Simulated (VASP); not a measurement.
# HfH3 (I4/mmm) in VASP: further runs, part 2 of 2

VASP 6.6.1. Earlier steps stand in the parts before.

### 4 Single point, BLYP+D3(BJ)

This run uses another cell than the first one, of 6.82 Å³/atom.

INCAR

```
SYSTEM = HfH3
PREC     = Accurate       ! precision mode
ENCUT    = 520            ! plane-wave cutoff, eV
EDIFF    = 1E-6           ! SCF threshold, eV
ISMEAR   = 1              ! smearing method
SIGMA    = 0.1            ! smearing width, eV
LREAL    = .FALSE.        ! projectors in reciprocal space
LASPH    = .TRUE.         ! aspherical terms in the spheres
NELM     = 100            ! most SCF steps
ALGO     = Normal         ! electronic algorithm
ISIF     = 2              ! what is computed and relaxed
LWAVE    = .FALSE.        ! write WAVECAR
LCHARG   = .FALSE.        ! write CHGCAR
GGA      = B5             ! functional
ALDAX    = 1.0          
AGGAX    = 1.0          
AGGAC    = 1.0          
ALDAC    = 0.0          
IVDW     = 12             ! dispersion correction
VDW_S6   = 1.0          
VDW_S8   = 2.6996       
VDW_A1   = 0.4298       
VDW_A2   = 4.2359       
NBANDS   = 14             ! bands
```

KPOINTS

```
Automatic mesh
0
G
  12 12 12
  0 0 0
```

POSCAR

```
HfH3
1.0
   -1.5162140478      1.5162140478      2.9651360505
    1.5162140478     -1.5162140478      2.9651360505
    1.5162140478      1.5162140478     -2.9651360505
Hf H
1 3
Direct
    0.0000000000      0.0000000000      0.0000000000
    0.7500000000      0.2500000000      0.5000000000
    0.2500000000      0.7500000000      0.5000000000
    0.5000000000      0.5000000000      0.0000000000
```

Potentials or basis: VASP PAW PBE potentials, release 64 (Hf_pv, H).

Command:

```console
cat potpaw_PBE.64/Hf_pv/POTCAR potpaw_PBE.64/H/POTCAR > POTCAR
mpirun -np 1 vasp_std > vasp.out
```

OUTCAR:

```text
SYSTEM = HfH3
   PREC = Accurate
   ENCUT = 520
   EDIFF = 1E-6
   ISMEAR = 1
   LREAL = .FALSE.
   LASPH = .TRUE.
   NELM = 100
   ISIF = 2
   GGA = B5
   IVDW = 12
 IVDW          = 12

 ion  position               nearest neighbor table
   1  0.000  0.000  0.000-   2 2.12   3 2.12   2 2.12   3 2.12   2 2.12   3 2.12   2 2.12   3 2.12
                             4 2.14   4 2.14   4 2.14   4 2.14
   2  0.750  0.250  0.500-   1 2.12   1 2.12   1 2.12   1 2.12
   3  0.250  0.750  0.500-   1 2.12   1 2.12   1 2.12   1 2.12
   4  0.500  0.500  0.000-   1 2.14   1 2.14   1 2.14   1 2.14

  LATTYP: Found a body centered tetragonal cell.
 ALAT       =     3.0324280956
 C/A-ratio  =     1.9556183738

  Lattice vectors:

 A1 = (  -1.5162140478,   1.5162140478,   2.9651360505)
 A2 = (   1.5162140478,  -1.5162140478,   2.9651360505)
 A3 = (   1.5162140478,   1.5162140478,  -2.9651360505)

Analysis of symmetry for initial positions (statically):
=====================================================================
 Subroutine PRICEL returns:
 Original cell was already a primitive cell.

 Routine SETGRP: Setting up the symmetry group for a
 body centered tetragonal supercell.

 Subroutine GETGRP returns: Found 16 space group operations
 (whereof 16 operations were pure point group operations)
 out of a pool of 16 trial point group operations.

The static configuration has the point symmetry D_4h.

Analysis of symmetry for dynamics (positions and initial velocities):
=====================================================================
 Subroutine PRICEL returns:
 Original cell was already a primitive cell.

 Routine SETGRP: Setting up the symmetry group for a
 body centered tetragonal supercell.

 Subroutine GETGRP returns: Found 16 space group operations
 (whereof 16 operations were pure point group operations)
 out of a pool of 16 trial point group operations.

The dynamic configuration has the point symmetry D_4h.

 Subroutine INISYM returns: Found 16 space group operations
 (whereof 16 operations are pure point group operations),
 and found     1 'primitive' translations

[... 136 lines left out ...]
 number of electron      12.9999999 magnetization

 Free energy of the ion-electron system (eV)
  ---------------------------------------------------
  ext. energy  EPLUGINS =         0.00000000
  ---------------------------------------------------
  free energy    TOTEN  =       -19.30609800 eV

  energy without entropy =      -19.30610862  energy(sigma->0) =      -19.30610154

 E-fermi :   6.6860     XC(G=0): -11.0278

 val. band max:        6.6700597950   @ k =   0.2500   0.2500   0.1667
 cond. band min:       6.6914864361   @ k =   0.4167   0.2500   0.0000
 fundamental gap:      0.0214266411
 Fermi energy:         6.6859653538

 k-point     1 :       0.0000    0.0000    0.0000
  band No.  band energies     occupation
      1     -25.1124      2.00000
      2     -24.6950      2.00000
      3     -24.6950      2.00000
      4      -5.9699      2.00000
      5       2.6446      2.00000
      6       4.5273      2.00000
      7       5.3754      2.00000
      8       7.3676     -0.00000
      9       7.3676     -0.00000
     10      10.7313      0.00000
     11      12.6950      0.00000
     12      13.9977      0.00000
     13      17.7734      0.00000
     14      19.4902      0.00000
[... 377 lines left out ...]
      1     -25.3705      2.00000
      2     -25.1276      2.00000
      3     -24.8266      2.00000
      4      -2.2746      2.00000
      5      -0.0751      2.00000
      6       2.7370      2.00000
      7       5.5708      2.00000
      8       8.4920     -0.00000
      9       8.7330      0.00000
     10      10.8531      0.00000
     11      13.2823      0.00000
     12      14.6747      0.00000
     13      17.1183      0.00000
     14      17.8140      0.00000

 [... further k-points ...]

------------------------ aborting loop because EDIFF is reached ----------------------------------------

 Edisp (eV)   -1.84160

 E8    (eV) :    -1.3283

  FORCE on cell =-STRESS in cart. coord.  units (eV):
  Direction    XX          YY          ZZ          XY          YZ          ZX
  --------------------------------------------------------------------------------------
  -------------------------------------------------------------------------------------
  Total      -0.12216    -0.12216    -0.15925     0.00000     0.00000     0.00000
  in kB      -7.17825    -7.17825    -9.35781     0.00000     0.00000     0.00000
  external pressure =       -7.90 kB  Pullay stress =        0.00 kB

 VOLUME and BASIS-vectors are now :
 -----------------------------------------------------------------------------
  energy-cutoff  :      520.00
  volume of cell :       27.27
      direct lattice vectors                 reciprocal lattice vectors
    -1.516214048  1.516214048  2.965136050     0.000000000  0.329768743  0.168626327
     1.516214048 -1.516214048  2.965136050     0.329768743  0.000000000  0.168626327
     1.516214048  1.516214048 -2.965136050     0.329768743  0.329768743  0.000000000

 POSITION                                       TOTAL-FORCE (eV/Angst)
 -----------------------------------------------------------------------------------
      0.00000      0.00000      0.00000         0.000000      0.000000      0.000000
      0.00000      1.51621      1.48257        -0.000000      0.000000      0.000000
      1.51621      0.00000      1.48257         0.000000     -0.000000     -0.000000
      0.00000      0.00000      2.96514         0.000000      0.000000      0.000000
 -----------------------------------------------------------------------------------
    total drift:                                0.000000     -0.000000      0.000000

  FREE ENERGIE OF THE ION-ELECTRON SYSTEM (eV)
  ---------------------------------------------------
  free  energy   TOTEN  =       -21.1476989249 eV

  energy  without entropy=      -21.1477095427  energy(sigma->0) =      -21.14770246
```

stdout:

```text
POSCAR found type information on POSCAR HfH
 POSCAR found :  2 types and       4 ions
 scaLAPACK will be used
 -----------------------------------------------------------------------------
|                                                                             |
|                                                                             |
|     You enforced a specific xc type in the INCAR file but a different       |
|     I HOPE YOU KNOW WHAT YOU ARE DOING!                                     |
|                                                                             |
 -----------------------------------------------------------------------------

 LDA part: xc-table for (Slater(with rela. corr.)+VWN5), standard interpolation
 POSCAR, INCAR and KPOINTS ok, starting setup
 FFT: planning ... GRIDC
 FFT: planning ... GRID_SOFT
 FFT: planning ... GRID
 WAVECAR not read
 entering main loop
```

It took 37 s on 1 thread of Intel Xeon 6975P-C (Granite Rapids), shared host; peak memory 0.21 GiB.

Results:

* Free energy: -21.1477 eV
* Pressure: -0.8 GPa
* Band gap on the k mesh: zero (an odd number of electrons rules out a gap without spin polarisation)
* Dispersion energy per atom: -0.460 eV

Levels at points of the mesh, in eV from the Fermi level:
```
           k point  band 4  band 5  band 6  band 7  band 8  band 9
(0.00, 0.00, 0.00)  -12.66   -4.04   -2.16   -1.31    0.68    0.68
(0.50, 0.00, 0.00)   -8.65   -7.16   -2.33   -2.17    0.65    2.64
(0.50, 0.50, 0.00)   -8.01   -7.52   -4.98    1.17    1.30    3.90
(0.50, 0.50, 0.50)   -8.76   -7.96   -5.66    3.63    3.63    3.79
```

Caveat: the PAW data sets were made with another functional, which shifts forces and pressure a little; spin-orbit coupling is left out, which moves the levels of the heavy elements; an odd number of electrons without spin polarisation forces a metal; a magnetic or distorted state may lie lower.

### 5 Relaxation of cell and atoms, BLYP+D3(BJ)

This run uses another cell than the first one, of 7.07 Å³/atom.

INCAR

```
SYSTEM = HfH3
PREC = Accurate
ENCUT = 600
EDIFF = 1E-7
ISMEAR = 1
SIGMA = 0.1
LREAL = .False.
LASPH = .True.
NELM = 100
ALGO = Normal
ISIF = 3
LWAVE = .False.
LCHARG = .False.
GGA = B5
ALDAX = 1.0
AGGAX = 1.0
AGGAC = 1.0
ALDAC = 0.0
IVDW = 12
VDW_S6 = 1.0
VDW_S8 = 2.6996
VDW_A1 = 0.4298
VDW_A2 = 4.2359
IBRION = 2
NSW = 80
EDIFFG = -0.05
```

KPOINTS

```
Automatic mesh
0
Gamma
  12 12 12
  0 0 0
```

POSCAR

```
HfH3
1.0
   -1.5265120000      1.5265120000      3.0340320000
    1.5265120000     -1.5265120000      3.0340320000
    1.5265120000      1.5265120000     -3.0340320000
Hf H
1 3
Direct
    0.0000000000      0.0000000000      0.0000000000
    0.7500000000      0.2500000000      0.5000000000
    0.2500000000      0.7500000000      0.5000000000
    0.5000000000      0.5000000000      0.0000000000
```

Command:

```console
cat potpaw_PBE.64/Hf_pv/POTCAR potpaw_PBE.64/H/POTCAR > POTCAR
mpirun -np 1 vasp_std > vasp.out
```

It took 2.2 min on 1 thread of Intel Xeon 6975P-C (Granite Rapids), shared host; peak memory 0.23 GiB.

Results (log left out):

- Free energy: -21.1510 eV
- Relaxed volume: 6.79 Å³/atom
- Relaxed cell: a = 3.660 Å, b = 3.660 Å, c = 3.660 Å, α = 131.19°, β = 131.19°, γ = 71.51°
- Space group after relaxing (to 0.1 Å): I4/mmm (No. 139)
- Energy gained by relaxing: 5.2 meV/atom
- Ionic steps: 4
- Pressure after relaxing: 0.1 GPa
- Band gap on the k mesh: zero (an odd number of electrons rules out a gap without spin polarisation)
- Dispersion energy per atom: -0.462 eV

Stress tensor (GPa, compression positive):
```
 0.58  0.00  0.00
 0.00  0.58  0.00
 0.00  0.00 -0.84
```

Step by step:
| step | energy change (eV) | largest force (eV/Å) | pressure (GPa) | volume (Å³) |
| --- | --- | --- | --- | --- |
| 1 | 0.0000 | 0.0000 | -5.23 | 28.28 |
| 2 | -0.0189 | 0.0000 | -0.67 | 27.35 |
| 3 | -0.0194 | 0.0000 | 0.24 | 27.18 |
| 4 | -0.0210 | 0.0000 | 0.11 | 27.16 |

Final structure:
```cif
data_structure
_symmetry_space_group_name_H-M 'P 1'
_symmetry_Int_Tables_number 1
_cell_length_a 3.6595
_cell_length_b 3.6595
_cell_length_c 3.6595
_cell_angle_alpha 131.189
_cell_angle_beta 131.189
_cell_angle_gamma 71.513
_cell_volume 27.16
loop_
_atom_site_label
_atom_site_type_symbol
_atom_site_fract_x
_atom_site_fract_y
_atom_site_fract_z
_atom_site_occupancy
Hf1 Hf 0.00000 0.00000 0.00000 1
H1 H 0.75000 0.25000 0.50000 1
H2 H 0.25000 0.75000 0.50000 1
H3 H 0.50000 0.50000 0.00000 1
```

Levels at points of the mesh, in eV from the Fermi level:
```csv
k point,band 2,band 3,band 4,band 5,band 6,band 7,band 8,band 9,band 10
"(0.00, 0.00, 0.00)",-31.36,-31.36,-12.68,-4.11,-2.18,-1.28,0.71,0.71,4.10
"(0.50, 0.00, 0.00)",-31.83,-31.32,-8.66,-7.16,-2.35,-2.18,0.67,2.63,3.03
"(0.50, 0.50, 0.00)",-31.94,-31.77,-8.05,-7.53,-4.97,1.16,1.27,3.90,5.85
"(0.50, 0.50, 0.50)",-31.41,-31.41,-8.80,-7.98,-5.64,3.65,3.65,3.79,4.49
```

Caveat: the PAW data sets were made with another functional, which shifts forces and pressure a little; spin-orbit coupling is left out, which moves the levels of the heavy elements; an odd number of electrons without spin polarisation forces a metal; a magnetic or distorted state may lie lower.

### 6 The runs side by side

| task | level | potentials or basis | cell | cutoff (eV) | gap on the mesh (eV) | pressure (GPa) |
| --- | --- | --- | --- | --- | --- | --- |
| single point | PBEsol+D3(BJ) | VASP PAW PBE potentials, release 64 (Hf_pv, H) | a = 3.601 Å, angles 130.4, 130.4, 72.8°, 4 atoms | 520 | none | -1.0 |
| single point | LDA | VASP PAW LDA potentials, release 64 (Hf_pv, H) | a = 3.617 Å, angles 130.6, 130.6, 72.5°, 4 atoms | 520 | none | -0.5 |
| single point | BLYP+D3(BJ) | VASP PAW PBE potentials, release 64 (Hf_pv, H) | a = 3.659 Å, angles 131.0, 131.0, 71.7°, 4 atoms | 520 | none | -0.8 |
| relaxation of cell and atoms | BLYP+D3(BJ) | VASP PAW PBE potentials, release 64 (Hf_pv, H) | relaxed from a = 3.724 Å, angles 131.6, 131.6, 70.9°, 4 atoms | 600 | none | 0.1 |

Alike in all rows: no spin polarisation; k mesh 12 × 12 × 12; smearing methfessel-paxton 0.1 eV.

Caveats: spin-orbit coupling is left out, which moves the levels of the heavy elements; an odd number of electrons without spin polarisation forces a metal; a magnetic or distorted state may lie lower; the PAW data sets were made with another functional, which shifts forces and pressure a little (at least some runs).

Absolute energies hang on the potentials; compare differences alone.

The gap in the log of VASP goes by the Fermi energy; the results here count the filled bands.